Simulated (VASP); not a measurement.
# MgO (pbe): single point with PBE

Crystal: MgO (pbe).

```
Mg O
1.0
     0.00000    2.12721    2.12721
     2.12721    0.00000    2.12721
     2.12721    2.12721    0.00000
Mg O
1 1
Direct
  0.00000 0.00000 0.00000
  0.50000 0.50000 0.50000
```

| Quantity | Value |
| --- | --- |
| Program | VASP 6.6.1 |
| Task | single point |
| Functional | PBE |
| Potentials or basis | VASP PAW PBE potentials, release 64 (Mg, O) |
| Cutoff | 600 eV |
| k mesh | 8 × 8 × 8 |
| Occupations | gaussian, width 0.01 eV |
| Spin | no spin polarisation |
| Dipole correction | no |
| Further INCAR settings | ALGO = Normal; EDIFF = 1e-06; NBANDS = 11 |

| Item | Value |
| --- | --- |
| Pressure | -1.1 GPa |
| Band gap on the k mesh | 4.44 eV, direct |

Levels at points of the mesh, in eV from the valence-band top:
| k point | band 1 | band 2 | band 3 | band 4 | band 5 | band 6 | band 7 | band 8 |
| --- | --- | --- | --- | --- | --- | --- | --- | --- |
| (0.00, 0.00, 0.00) | -17.11 | 0.00 | 0.00 | 0.00 | 4.44 | 15.63 | 15.63 | 15.63 |
| (0.50, 0.00, 0.00) | -15.90 | -4.49 | -0.62 | -0.62 | 7.71 | 12.27 | 16.00 | 16.00 |
| (0.50, 0.50, 0.00) | -15.65 | -3.96 | -1.31 | -1.31 | 9.08 | 9.65 | 12.78 | 18.52 |

Wall time 7.1 s on 1 thread of Intel Xeon 6975P-C, with other jobs on the host, peak memory 0.14 GiB.

As with any semilocal functional, this PBE gap is likely too small.
